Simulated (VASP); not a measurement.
KEu3, 4 atoms in the cell. The structure is cubic, space group Pm-3m (No. 221). The conventional cell has a = 5.885 Å, b = 5.885 Å, c = 5.885 Å, α = 90.00°, β = 90.00°, γ = 90.00°. K (site symmetry m-3m) has 12 Eu at 4.16 Å within 5.5 Å. Eu (site symmetry 4/mmm) has 4 K at 4.16 Å and 8 Eu at 4.16 Å within 5.5 Å. 

```yaml
Program: VASP 6.6.1
Task: single point
Functional: RPBE
Potentials_or_basis: VASP PAW PBE potentials, release 64 (K_sv, Eu)
Cutoff: 520 eV
k_mesh: 4 × 4 × 4
Occupations: fermi-dirac, width 0.15 eV
Spin: collinear spin, ferromagnetic start
Starting_moments: "[0.0, 4.9, 4.9, 4.9] μB"
Dipole_correction: no
Further_INCAR_settings: ALGO = Normal; EDIFF = 1e-06; NBANDS = 42
```

Potentials or basis: VASP PAW PBE potentials, release 64 (K_sv, Eu).

The run is started by

```sh
$ cat potpaw_PBE.64/K_sv/POTCAR potpaw_PBE.64/Eu/POTCAR > POTCAR
$ mpirun -np 1 vasp_std > vasp.out
```

Hardware: 1 thread of Intel(R) Xeon(R) Platinum 8488C (Sapphire Rapids) (shared host).

Question: Estimate the wall time of this run.

Answer: Wall time 15 min on 1 thread of Intel(R) Xeon(R) Platinum 8488C (Sapphire Rapids) (shared host), peak memory 0.47 GiB. Counts: scf iterations 95, k points 10.
